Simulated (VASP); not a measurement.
# CaHfO (P4/mmm) in VASP: further runs, part 2 of 2

VASP 6.6.1.

### 3 Relaxation of cell and atoms, PBE

This run uses another cell than the first one, of 18.12 Å³/atom.

Contents of INCAR:

```
SYSTEM = CaHfO
PREC = Accurate ; ENCUT = 600
EDIFF = 1E-7 ; ISMEAR = 0
SIGMA = 0.1 ; LREAL = .False.
LASPH = .True. ; NELM = 80
ALGO = Fast ; ISIF = 3
LWAVE = .False. ; LCHARG = .False.
GGA = PE ; IBRION = 2
NSW = 100 ; EDIFFG = -0.01
```

Contents of KPOINTS:

```
regular mesh
0
Gamma
  14 14 12
  0 0 0
```

Contents of POSCAR:

```
CaHfO
1.0
    3.5747411097      0.0000000000      0.0000000000
    0.0000000000      3.5747411097      0.0000000000
    0.0000000000      0.0000000000      4.2534691060
Ca Hf O
1 1 1
Direct
    0.0000000000      0.0000000000      0.0000000000
    0.5000000000      0.5000000000      0.5000000000
    0.5000000000      0.5000000000      0.0000000000
```

Potentials or basis: VASP PAW PBE potentials, release 64 (Ca_sv, Hf_pv, O).

Run with:

```console
cat potpaw_PBE.64/Ca_sv/POTCAR potpaw_PBE.64/Hf_pv/POTCAR potpaw_PBE.64/O/POTCAR > POTCAR
mpirun -np 1 vasp_std > vasp.out
```

OUTCAR:

```text
SYSTEM = CaHfO
   PREC = Accurate
   ENCUT = 600
   EDIFF = 1E-7
   ISMEAR = 0
   LREAL = .False.
   LASPH = .True.
   NELM = 80
   ISIF = 3
   GGA = PE
   IBRION = 2
   NSW = 100
   EDIFFG = -0.01

 ion  position               nearest neighbor table
   1  0.000  0.000  0.000-   3 2.53   3 2.53   3 2.53   3 2.53   2 3.30   2 3.30   2 3.30   2 3.30
                             2 3.30   2 3.30   2 3.30   2 3.30
   2  0.500  0.500  0.500-   3 2.13   3 2.13   1 3.30   1 3.30   1 3.30   1 3.30   1 3.30   1 3.30
                             1 3.30   1 3.30
   3  0.500  0.500  0.000-   2 2.13   2 2.13   1 2.53   1 2.53   1 2.53   1 2.53

  LATTYP: Found a simple tetragonal cell.
 ALAT       =     3.5747411097
 C/A-ratio  =     1.1898677346

  Lattice vectors:

 A1 = (   3.5747411097,   0.0000000000,   0.0000000000)
 A2 = (   0.0000000000,   3.5747411097,   0.0000000000)
 A3 = (   0.0000000000,   0.0000000000,   4.2534691060)

Analysis of symmetry for initial positions (statically):
=====================================================================
 Subroutine PRICEL returns:
 Original cell was already a primitive cell.

 Routine SETGRP: Setting up the symmetry group for a
 simple tetragonal supercell.

 Subroutine GETGRP returns: Found 16 space group operations
 (whereof 16 operations were pure point group operations)
 out of a pool of 16 trial point group operations.

The static configuration has the point symmetry D_4h.

Analysis of symmetry for dynamics (positions and initial velocities):
=====================================================================
 Subroutine PRICEL returns:
 Original cell was already a primitive cell.

 Routine SETGRP: Setting up the symmetry group for a
 simple tetragonal supercell.

 Subroutine GETGRP returns: Found 16 space group operations
 (whereof 16 operations were pure point group operations)
 out of a pool of 16 trial point group operations.

The dynamic configuration has the point symmetry D_4h.

[... 131 lines left out ...]
 conjugate gradient relaxation of ions
 non-spin polarized calculation
 RMM-DIIS sequential band-by-band and
 Gauss-broadening in eV      SIGMA  =   0.10
  energy-cutoff  :      600.00
  volume of cell :       54.35
 maximum number of plane-waves:      1840
 NGX is ok and might be reduce to    30
   NGX = 15   NGY = 15   NGZ = 17

--------------------------------------- Ionic step        1  -------------------------------------------

 number of electron      26.0000002 magnetization

 Free energy of the ion-electron system (eV)
  ---------------------------------------------------
  ext. energy  EPLUGINS =         0.00000000
  ---------------------------------------------------
  free energy    TOTEN  =       -21.68053157 eV

  energy without entropy =      -21.66880945  energy(sigma->0) =      -21.67467051

------------------------ aborting loop because EDIFF is reached ----------------------------------------

  FORCE on cell =-STRESS in cart. coord.  units (eV):
  Direction    XX          YY          ZZ          XY          YZ          ZX
  --------------------------------------------------------------------------------------
  -------------------------------------------------------------------------------------
  Total       -0.0801395     -0.0801395     -0.5383542      0.0000000      0.0000000      0.0000000
  in kB       -2.3622453     -2.3622453    -15.8688784      0.0000000      0.0000000      0.0000000
  external PRESSURE =      -6.8644564 kB  Pullay stress =       0.0000000 kB
[... 98 lines left out ...]
--------------------------------------- Ionic step        4  -------------------------------------------

 number of electron      26.0000003 magnetization

 Free energy of the ion-electron system (eV)
  ---------------------------------------------------
  ext. energy  EPLUGINS =         0.00000000
  ---------------------------------------------------
  free energy    TOTEN  =       -21.68174882 eV

  energy without entropy =      -21.67048047  energy(sigma->0) =      -21.67611465

 E-fermi :   4.8823     XC(G=0): -10.5427

 val. band max:        4.8804019518   @ k =   0.2857   0.2857   0.2500
 cond. band min:       4.8956095155   @ k =   0.3571   0.2143   0.0000
 fundamental gap:      0.0152075637
 Fermi energy:         4.8823051169

 k-point     1 :       0.0000    0.0000    0.0000
  band No.  band energies     occupation
      1     -35.7545      2.00000
      2     -26.5383      2.00000
      3     -26.0975      2.00000
      4     -26.0975      2.00000
      5     -16.7998      2.00000
      6     -16.7998      2.00000
[... 457 lines left out ...]
      4     -26.1360      2.00000
      5     -17.2467      2.00000
      6     -16.8753      2.00000
[... 9 lines left out ...]
     16       6.2892      0.00000
     17       9.0950      0.00000

 [... further k-points ...]

------------------------ aborting loop because EDIFF is reached ----------------------------------------

  FORCE on cell =-STRESS in cart. coord.  units (eV):
  Direction    XX          YY          ZZ          XY          YZ          ZX
  --------------------------------------------------------------------------------------
  -------------------------------------------------------------------------------------
  Total        0.0202073      0.0202073     -0.0042885      0.0000000      0.0000000      0.0000000
  in kB        0.5983397      0.5983397     -0.1269837      0.0000000      0.0000000      0.0000000
  external PRESSURE =       0.3565653 kB  Pullay stress =       0.0000000 kB
[... 18 lines left out ...]
  FREE ENERGIE OF THE ION-ELECTRON SYSTEM (eV)
  ---------------------------------------------------
  free  energy   TOTEN  =       -21.6817488225 eV

  energy  without entropy=      -21.6704804681  energy(sigma->0) =      -21.67611465

 reached required accuracy - stopping structural energy minimisation
```

OSZICAR:

```text
N       E                     dE             d eps       ncg     rms          rms(c)
DAV:   1     0.197060181200E+03    0.19706E+03   -0.15641E+04  8568   0.168E+03
[... 71 lines left out ...]
RMM:   3    -0.216817524072E+02    0.35772E-04   -0.97354E-05  9154   0.782E-02    0.253E-02
RMM:   4    -0.216817483265E+02    0.40807E-05   -0.36919E-05 10134   0.438E-02    0.129E-02
RMM:   5    -0.216817482314E+02    0.95114E-07   -0.93861E-06 11056   0.215E-02    0.716E-03
RMM:   6    -0.216817483674E+02   -0.13601E-06   -0.47545E-06 11174   0.124E-02    0.372E-03
RMM:   7    -0.216817485746E+02   -0.20721E-06   -0.22240E-06  8515   0.701E-03    0.457E-03
RMM:   8    -0.216817488905E+02   -0.31585E-06   -0.16459E-06  8159   0.587E-03    0.825E-03
RMM:   9    -0.216817488225E+02    0.67947E-07   -0.71540E-07  7052   0.399E-03
   4 F= -.21681749E+02 E0= -.21676115E+02  d E =-.365631E-04
```

Run time: 36 min. Hardware: 1 thread of Oxide Virtual Turin-like, shared host; peak memory 0.44 GiB.

What came out:

```
Free energy                           : -21.6817 eV
Relaxed volume                        : 18.04 Å³/atom
Relaxed cell                          : a = 3.575 Å, b = 3.575 Å, c = 4.235 Å, α = 90.00°, β = 90.00°, γ = 90.00°
Space group after relaxing (to 0.1 Å) : P4/mmm (No. 123)
Energy gained by relaxing             : 0.4 meV/atom
Ionic steps                           : 4
Pressure after relaxing               : 0.0 GPa
Band gap on the k mesh                : zero (bands 13 and 14 overlap by 1.23 eV)
```

Step by step:
```csv
step,energy change (eV),largest force (eV/Å),pressure (GPa),volume (Å³)
1,0.0000,0.0000,-0.69,54.35
2,0.0003,0.0000,0.92,53.74
3,-0.0012,0.0000,0.07,54.06
4,-0.0012,0.0000,0.04,54.11
```

Final structure:
```
Ca Hf O
1.0
     3.57455    0.00000    0.00000
     0.00000    3.57455    0.00000
     0.00000    0.00000    4.23475
Ca Hf O
1 1 1
Direct
  0.00000 0.00000 0.00000
  0.50000 0.50000 0.50000
  0.50000 0.50000 0.00000
```

Levels at points of the mesh, in eV from the Fermi level:
```
           k point  band 9  band 10  band 11  band 12  band 13  band 14  band 15  band 16  band 17
(0.00, 0.00, 0.00)   -4.92    -4.79    -4.79    -4.54    -1.36     1.32     1.32     2.70     3.17
(0.50, 0.00, 0.00)   -6.24    -5.34    -4.95    -1.83    -0.44     0.13     1.71     2.25     3.01
(0.50, 0.50, 0.00)   -5.38    -5.38    -4.74    -1.87    -0.74    -0.74     3.16     3.16     3.43
(0.00, 0.00, 0.50)   -7.61    -5.27    -5.27    -3.38    -0.43     1.32     1.32     3.51     3.51
(0.50, 0.00, 0.50)   -7.58    -6.76    -5.82    -2.10     0.42     0.92     1.61     3.92     4.09
(0.50, 0.50, 0.50)   -7.35    -5.93    -5.93    -0.87     0.49     0.49     2.51     2.51     4.40
```

Caveat: spin-orbit coupling is left out, which moves the levels of the heavy elements.
